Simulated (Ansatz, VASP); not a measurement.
# Two plane-wave programs on Ti3Zn

```
Ti Zn
1.0
     3.94423    0.00000    0.00000
     0.00000    3.94423    0.00000
     0.00000    0.00000    3.94423
Ti Zn
3 1
Direct
  0.00000 0.50000 0.50000
  0.50000 0.00000 0.50000
  0.50000 0.50000 0.00000
  0.00000 0.00000 0.00000
```

Alike in both runs: task single point; functional LDA; k mesh 12 × 12 × 12; occupations gaussian, width 0.15 eV; no spin polarisation.

|  | VASP | Ansatz |
| --- | --- | --- |
| version | VASP 6.6.1 | Ansatz 0.2.0 |
| potentials or method | VASP PAW LDA potentials, release 64 (Ti_sv, Zn), cutoff 520 eV | scalar-relativistic, plane waves, PAW |
| valence electrons in the cell | 48 | 48 |

Ansatz gave:

* gap on the k mesh at the Fermi level (eV): none
* pressure (GPa): -3.3

What did VASP give for the same quantities?

gap on the k mesh at the Fermi level (eV): none; pressure (GPa): -3.1.

LDA's correlation is that of Perdew and Zunger in VASP and of Perdew and Wang (1992) in Ansatz. A gap of «none» marks a metal or a gap that the smearing closes.
